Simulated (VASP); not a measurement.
# CuO (P6_3/mmc) in VASP: single point with PBEsol+U

Aim: the single point of CuO with PBEsol+U.

Program: VASP 6.6.1. These are calculated values, not measurements. Logs are shortened: lines on timing, memory, paths and dates and some standing lists are left out, and cuts for length are marked.

## Step 1: The cell of the first run

The structure is hexagonal, space group P6_3/mmc (No. 194). The conventional cell has a = 3.180 Å, b = 3.180 Å, c = 4.431 Å, α = 90.00°, β = 90.00°, γ = 120.00°. Within 2.8 Å of Cu (site symmetry -3m) lie 6 O at 2.14 Å and 2 Cu at 2.22 Å. Within 2.9 Å of O (site symmetry -6m2) lie 6 Cu at 2.14 Å and 6 O at 2.88 Å.

## Step 2: Single point, PBEsol+U

Input file INCAR:

```
SYSTEM = CuO
PREC = Accurate
ENCUT = 820
EDIFF = 1E-6
ISMEAR = -1
SIGMA = 0.05
LREAL = .False.
LASPH = .True.
NELM = 200
ALGO = Normal
ISIF = 2
LWAVE = .False.
LCHARG = .False.
LMAXMIX = 4
LDAU = .True.
LDAUTYPE = 2
LDAUL = 2 -1
LDAUU = 5.3 0
LDAUJ = 0 0
LDAUPRINT = 1
GGA = PS
NBANDS = 33
GGA_COMPAT = .False.
```

Input file KPOINTS:

```
regular mesh
0
Gamma
  10 10 6
  0 0 0
```

Input file POSCAR:

```
CuO
1.0
    3.1795331000      0.0000000000      0.0000000000
   -1.5897665500      2.7535564400      0.0000000000
    0.0000000000      0.0000000000      4.4314907300
Cu O
2 2
Direct
    0.0000000000      0.0000000000      0.0000000000
    0.0000000000      0.0000000000      0.5000000000
    0.3333333333      0.6666666667      0.2500000000
    0.6666666667      0.3333333333      0.7500000000
```

Potentials or basis: VASP PAW PBE potentials, release 64 (Cu_sv_GW, O).

Launch:

```console
$ cat potpaw_PBE.64/Cu_sv_GW/POTCAR potpaw_PBE.64/O/POTCAR > POTCAR
$ mpirun -np 1 vasp_std > vasp.out
```

OUTCAR:

```text
SYSTEM = CuO
   PREC = Accurate
   ENCUT = 820
   EDIFF = 1E-6
   ISMEAR = -1
   LREAL = .False.
   LASPH = .True.
   NELM = 200
   ISIF = 2
   GGA = PS

 ion  position               nearest neighbor table
   1  0.000  0.000  0.000-   3 2.14   4 2.14   4 2.14   3 2.14   4 2.14   3 2.14   2 2.22   2 2.22

   2  0.000  0.000  0.500-   3 2.14   4 2.14   4 2.14   3 2.14   4 2.14   3 2.14   1 2.22   1 2.22

   3  0.333  0.667  0.250-   1 2.14   2 2.14   1 2.14   2 2.14   1 2.14   2 2.14
   4  0.667  0.333  0.750-   1 2.14   2 2.14   1 2.14   2 2.14   1 2.14   2 2.14

  LATTYP: Found a hexagonal cell.
 ALAT       =     3.1795331000
 C/A-ratio  =     1.3937551806

  Lattice vectors:

 A1 = (   3.1795331000,   0.0000000000,   0.0000000000)
 A2 = (  -1.5897665500,   2.7535564400,   0.0000000000)
 A3 = (   0.0000000000,   0.0000000000,   4.4314907300)

Analysis of symmetry for initial positions (statically):
=====================================================================
 Subroutine PRICEL returns:
 Original cell was already a primitive cell.

 Routine SETGRP: Setting up the symmetry group for a
 hexagonal supercell.

 Subroutine GETGRP returns: Found 24 space group operations
 (whereof 12 operations were pure point group operations)
 out of a pool of 24 trial point group operations.

The static configuration has the point symmetry D_3d.
 The point group associated with its full space group is D_6h.

Analysis of symmetry for dynamics (positions and initial velocities):
=====================================================================
 Subroutine PRICEL returns:
 Original cell was already a primitive cell.

 Routine SETGRP: Setting up the symmetry group for a
 hexagonal supercell.

 Subroutine GETGRP returns: Found 24 space group operations
 (whereof 12 operations were pure point group operations)
 out of a pool of 24 trial point group operations.

The dynamic configuration has the point symmetry D_3d.
 The point group associated with its full space group is D_6h.

 Subroutine INISYM returns: Found 24 space group operations
 (whereof 12 operations are pure point group operations),
 and found     1 'primitive' translations

----------------------------------------------------------------------------------------

                                     Primitive cell

  volume of cell :      38.7978

  direct lattice vectors                    reciprocal lattice vectors
     3.179533100  0.000000000  0.000000000     0.314511587  0.181583349  0.000000000
    -1.589766550  2.753556440  0.000000000     0.000000000  0.363166698  0.000000000
     0.000000000  0.000000000  4.431490730     0.000000000  0.000000000  0.225657699

  length of vectors
     3.179533100  3.179533103  4.431490730     0.363166698  0.363166698  0.225657699

  position of ions in fractional coordinates (direct lattice)
     0.000000000  0.000000000  0.000000000
     0.000000000  0.000000000  0.500000000
     0.333333333  0.666666667  0.250000000
     0.666666667  0.333333333  0.750000000

  ion indices of the primitive-cell ions
   primitive index   ion index
                 1           1
                 2           2
                 3           3
                 4           4

----------------------------------------------------------------------------------------

 KPOINTS: regular mesh

Automatic generation of k-mesh.
[... 98 lines left out ...]
   IVDW    =     0    specifies the selected vdW correction
   LEPSILON=     F    determine dielectric tensor
   LRPA    =     F    only Hartree local field effects (RPA)
 non-spin polarized calculation
  energy-cutoff  :      820.00
  volume of cell :       38.80
 maximum number of plane-waves:      2097
 NGX is ok and might be reduce to    30
   NGX = 15   NGY = 15   NGZ = 21

atom =   1  type =  1  l = 2

 onsite density matrix

spin component  1

  0.9029  0.0000  0.0000  0.0422  0.0000
  0.0000  0.8961  0.0000 -0.0000  0.0422
  0.0000  0.0000  0.9267  0.0000  0.0000
  0.0422 -0.0000  0.0000  0.8961 -0.0000
  0.0000  0.0422  0.0000 -0.0000  0.9029

spin component  2

  0.9029  0.0000  0.0000  0.0422  0.0000
  0.0000  0.8961  0.0000 -0.0000  0.0422
  0.0000  0.0000  0.9267  0.0000  0.0000
  0.0422 -0.0000  0.0000  0.8961 -0.0000
  0.0000  0.0422  0.0000 -0.0000  0.9029

 occupancies and eigenvectors

  o =  0.8571  v = -0.6782  0.0000  0.0000  0.7349  0.0000  0.0000  0.0000  0.0000  0.0000  0.0000      0.0000  0.0000  0.0000  0.0000  0.0000  0.0000  0.0000  0.0000  0.0000  0.0000
  o =  0.8571  v =  0.0000  0.0000  0.0000  0.0000  0.0000 -0.6782  0.0000  0.0000  0.7349  0.0000      0.0000  0.0000  0.0000  0.0000  0.0000  0.0000  0.0000  0.0000  0.0000  0.0000
  o =  0.8571  v =  0.0000  0.7349  0.0000  0.0000 -0.6782  0.0000  0.0000  0.0000  0.0000  0.0000      0.0000  0.0000  0.0000  0.0000  0.0000  0.0000  0.0000  0.0000  0.0000  0.0000
  o =  0.8571  v =  0.0000  0.0000  0.0000  0.0000  0.0000  0.0000  0.7349  0.0000  0.0000 -0.6782      0.0000  0.0000  0.0000  0.0000  0.0000  0.0000  0.0000  0.0000  0.0000  0.0000
  o =  0.9267  v =  0.0000  0.0000 -1.0000  0.0000  0.0000  0.0000  0.0000  0.0000  0.0000  0.0000      0.0000  0.0000  0.0000  0.0000  0.0000  0.0000  0.0000  0.0000  0.0000  0.0000
  o =  0.9267  v =  0.0000  0.0000  0.0000  0.0000  0.0000  0.0000  0.0000 -1.0000  0.0000  0.0000      0.0000  0.0000  0.0000  0.0000  0.0000  0.0000  0.0000  0.0000  0.0000  0.0000
  o =  0.9418  v = -0.7349  0.0000 -0.0000 -0.6782 -0.0000  0.0000  0.0000  0.0000  0.0000  0.0000      0.0000  0.0000  0.0000  0.0000  0.0000  0.0000  0.0000  0.0000  0.0000  0.0000
  o =  0.9418  v =  0.0000  0.0000  0.0000  0.0000  0.0000 -0.7349  0.0000 -0.0000 -0.6782 -0.0000      0.0000  0.0000  0.0000  0.0000  0.0000  0.0000  0.0000  0.0000  0.0000  0.0000
  o =  0.9418  v =  0.0000  0.0000  0.0000  0.0000  0.0000  0.0000  0.6782  0.0000 -0.0000  0.7349      0.0000  0.0000  0.0000  0.0000  0.0000  0.0000  0.0000  0.0000  0.0000  0.0000
  o =  0.9418  v =  0.0000  0.6782  0.0000 -0.0000  0.7349  0.0000  0.0000  0.0000  0.0000  0.0000      0.0000  0.0000  0.0000  0.0000  0.0000  0.0000  0.0000  0.0000  0.0000  0.0000

atom =   2  type =  1  l = 2

 onsite density matrix

spin component  1

  0.9029 -0.0000  0.0000 -0.0422  0.0000
 -0.0000  0.8961 -0.0000 -0.0000 -0.0422
  0.0000 -0.0000  0.9267 -0.0000  0.0000
 -0.0422 -0.0000 -0.0000  0.8961  0.0000
  0.0000 -0.0422  0.0000  0.0000  0.9029

spin component  2

  0.9029 -0.0000  0.0000 -0.0422  0.0000
 -0.0000  0.8961 -0.0000 -0.0000 -0.0422
  0.0000 -0.0000  0.9267 -0.0000  0.0000
 -0.0422 -0.0000 -0.0000  0.8961  0.0000
  0.0000 -0.0422  0.0000  0.0000  0.9029

 occupancies and eigenvectors

  o =  0.8571  v =  0.6782  0.0000 -0.0000  0.7349 -0.0000  0.0000  0.0000  0.0000  0.0000  0.0000      0.0000  0.0000  0.0000  0.0000  0.0000  0.0000  0.0000  0.0000  0.0000  0.0000
  o =  0.8571  v =  0.0000  0.0000  0.0000  0.0000  0.0000  0.6782  0.0000 -0.0000  0.7349 -0.0000      0.0000  0.0000  0.0000  0.0000  0.0000  0.0000  0.0000  0.0000  0.0000  0.0000
  o =  0.8571  v =  0.0000 -0.7349  0.0000 -0.0000 -0.6782  0.0000  0.0000  0.0000  0.0000  0.0000      0.0000  0.0000  0.0000  0.0000  0.0000  0.0000  0.0000  0.0000  0.0000  0.0000
  o =  0.8571  v =  0.0000  0.0000  0.0000  0.0000  0.0000  0.0000 -0.7349  0.0000 -0.0000 -0.6782      0.0000  0.0000  0.0000  0.0000  0.0000  0.0000  0.0000  0.0000  0.0000  0.0000
  o =  0.9267  v =  0.0000 -0.0000 -1.0000 -0.0000  0.0000  0.0000  0.0000  0.0000  0.0000  0.0000      0.0000  0.0000  0.0000  0.0000  0.0000  0.0000  0.0000  0.0000  0.0000  0.0000
  o =  0.9267  v =  0.0000  0.0000  0.0000  0.0000  0.0000  0.0000 -0.0000 -1.0000 -0.0000  0.0000      0.0000  0.0000  0.0000  0.0000  0.0000  0.0000  0.0000  0.0000  0.0000  0.0000
  o =  0.9418  v = -0.7349  0.0000 -0.0000  0.6782 -0.0000  0.0000  0.0000  0.0000  0.0000  0.0000      0.0000  0.0000  0.0000  0.0000  0.0000  0.0000  0.0000  0.0000  0.0000  0.0000
  o =  0.9418  v =  0.0000  0.0000  0.0000  0.0000  0.0000 -0.7349  0.0000 -0.0000  0.6782 -0.0000      0.0000  0.0000  0.0000  0.0000  0.0000  0.0000  0.0000  0.0000  0.0000  0.0000
  o =  0.9418  v =  0.0000  0.0000  0.0000  0.0000  0.0000  0.0000 -0.6782  0.0000  0.0000  0.7349      0.0000  0.0000  0.0000  0.0000  0.0000  0.0000  0.0000  0.0000  0.0000  0.0000
  o =  0.9418  v =  0.0000 -0.6782  0.0000  0.0000  0.7349  0.0000  0.0000  0.0000  0.0000  0.0000      0.0000  0.0000  0.0000  0.0000  0.0000  0.0000  0.0000  0.0000  0.0000  0.0000

 number of electron      49.9999999 magnetization

 Free energy of the ion-electron system (eV)
  ---------------------------------------------------
  ext. energy  EPLUGINS =         0.00000000
  ---------------------------------------------------
  free energy    TOTEN  =       -15.37147814 eV

  energy without entropy =      -15.34640241  energy(sigma->0) =      -15.35894027

 E-fermi :   4.9998     XC(G=0): -12.8166

 val. band max:        4.9956096311   @ k =   0.2000   0.2000   0.5000
 cond. band min:       5.0123458780   @ k =   0.1000   0.0000   0.3333
 fundamental gap:      0.0167362469
 Fermi energy:         4.9998421793

 k-point     1 :       0.0000    0.0000    0.0000
  band No.  band energies     occupation
      1    -105.2761      2.00000
      2    -105.2425      2.00000
      3     -63.0592      2.00000
      4     -62.8094      2.00000
      5     -62.8094      2.00000
      6     -62.7818      2.00000
[... 853 lines left out ...]
     32      18.1017      0.00000
     33      19.1192      0.00000

 [... further k-points ...]

------------------------ aborting loop because EDIFF is reached ----------------------------------------

  FORCE on cell =-STRESS in cart. coord.  units (eV):
  Direction    XX          YY          ZZ          XY          YZ          ZX
  --------------------------------------------------------------------------------------
  -------------------------------------------------------------------------------------
  Total       -4.8758122     -4.8758122      5.6352843      0.0000000      0.0000000      0.0000000
  in kB     -201.3494145   -201.3494150    232.7122464      0.0000000      0.0000000      0.0000000
  external PRESSURE =     -56.6621944 kB  Pullay stress =       0.0000000 kB

 VOLUME and BASIS-vectors are now :
 -----------------------------------------------------------------------------
  energy-cutoff  :      820.00
  volume of cell :       38.80
      direct lattice vectors                 reciprocal lattice vectors
     3.179533100  0.000000000  0.000000000     0.314511587  0.181583349  0.000000000
    -1.589766550  2.753556440  0.000000000     0.000000000  0.363166698  0.000000000
     0.000000000  0.000000000  4.431490730     0.000000000  0.000000000  0.225657699

 POSITION                                       TOTAL-FORCE (eV/Angst)
 -----------------------------------------------------------------------------------
      0.00000      0.00000      0.00000         0.000000      0.000000      0.000000
      0.00000      0.00000      2.21575         0.000000      0.000000      0.000000
     -0.00000      1.83570      1.10787        -0.000000      0.000000      0.000000
      1.58977      0.91785      3.32362         0.000000     -0.000000     -0.000000
 -----------------------------------------------------------------------------------
    total drift:                                0.000000      0.000000      0.000000

  FREE ENERGIE OF THE ION-ELECTRON SYSTEM (eV)
  ---------------------------------------------------
  free  energy   TOTEN  =       -15.3714781369 eV

  energy  without entropy=      -15.3464024102  energy(sigma->0) =      -15.35894027
```

It took 87 s on 1 thread of Intel Xeon 6975P-C (Granite Rapids), shared host; peak memory 0.27 GiB.

What came out:

```
Free energy            : -15.3715 eV
Pressure               : -5.7 GPa
Band gap on the k mesh : zero (bands 25 and 26 overlap by 1.14 eV)
```

Eigenvalues of the final occupation matrices:
```
    site  spin  trace               eigenvalues
site 1 d     1   4.52  0.86 0.86 0.93 0.94 0.94
site 1 d     2   4.52  0.86 0.86 0.93 0.94 0.94
site 2 d     1   4.52  0.86 0.86 0.93 0.94 0.94
site 2 d     2   4.52  0.86 0.86 0.93 0.94 0.94
```

Caveat: the stress differs along the axes, from -20 to 23 GPa; the PAW data sets were made with another functional, which shifts forces and pressure a little; U without spin polarisation on a metal has little footing.
